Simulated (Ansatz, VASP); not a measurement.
**Mo in VASP and in Ansatz**

```
CELL_PARAMETERS angstrom
-1.56513 1.56513 1.56513
1.56513 -1.56513 1.56513
1.56513 1.56513 -1.56513
ATOMIC_POSITIONS crystal
Mo 0.00000 0.00000 0.00000
```

Alike in both runs: functional PBE; dispersion D3(BJ); k mesh 18 × 18 × 18; occupations gaussian, width 0.1 eV; no spin polarisation.

Ansatz relaxed the structure, and its values are those at the end. VASP's run is a single point on that final structure, the one shown.

|  | VASP | Ansatz |
| --- | --- | --- |
| version | VASP 6.6.1 | Ansatz 0.2.0 |
| potentials or method | VASP PAW PBE potentials, release 64 (Mo_sv), cutoff 500 eV | scalar-relativistic, plane waves, PAW |
| valence electrons in the cell | 14 | 14 |

|  | VASP | Ansatz | Ansatz less VASP |
| --- | --- | --- | --- |
| gap on the k mesh at the Fermi level (eV) | none | none | - |
| pressure (GPa) | 0.6 | 0.0 | -0.60 |

A gap of «none» marks a metal or a gap that the smearing closes.
